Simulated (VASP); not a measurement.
Here is a VASP 6.6.1 calculation.

Contents of INCAR:

```
PREC     = Accurate       # precision mode
ENCUT    = 520            # plane-wave cutoff, eV
EDIFF    = 1E-6           # SCF threshold, eV
ISMEAR   = 0              # smearing method
SIGMA    = 0.01           # smearing width, eV
LREAL    = F              # projectors in reciprocal space
LASPH    = T              # aspherical terms in the spheres
NELM     = 150            # most SCF steps
ALGO     = Normal         # electronic algorithm
ISIF     = 2              # what is computed and relaxed
LWAVE    = F              # write WAVECAR
LCHARG   = F              # write CHGCAR
MAGMOM   = 0 0 0 0 0 0 0 0 0 0 0 0 0 0 0 # initial moments
LORBIT   = 11             # projections on sites
LSORBIT  = T              # spin-orbit coupling
GGA_COMPAT= F            
LORBMOM  = T            
LMAXMIX  = 4              # l up to which the mixer works
GGA      = PE             # functional
NBANDS   = 55             # bands
```

Contents of KPOINTS:

```
regular mesh
0
Gamma
  6 6 6
```

Contents of POSCAR:

```
BaZrO3
1.0
    4.2053549142      0.0000000000      0.0000000000
    0.0000000000      4.2053549142      0.0000000000
    0.0000000000      0.0000000000      4.2053549142
Ba Zr O
1 1 3
Direct
    0.0000000000      0.0000000000      0.0000000000
    0.5000000000      0.5000000000      0.5000000000
    0.5000000000      0.5000000000      0.0000000000
    0.5000000000      0.0000000000      0.5000000000
    0.0000000000      0.5000000000      0.5000000000
```

Potentials or basis: VASP PAW PBE potentials, release 64 (Ba_sv, Zr_sv, O).

Launch:

```sh
$ cat potpaw_PBE.64/Ba_sv/POTCAR potpaw_PBE.64/Zr_sv/POTCAR potpaw_PBE.64/O/POTCAR > POTCAR
$ mpirun -np 1 vasp_ncl > vasp.out
```

Task: What does it give for the net moment?

Result: 0.00 μB per cell.

Task: What does it give for the pressure?

Result: 3.4 GPa.

Moments on the atoms (μB; x, y, z):
```
Ba  0.00 0.00 0.00
Zr  0.00 0.00 0.00
O   0.00 0.00 0.00
O   0.00 0.00 0.00
O   0.00 0.00 0.00
```
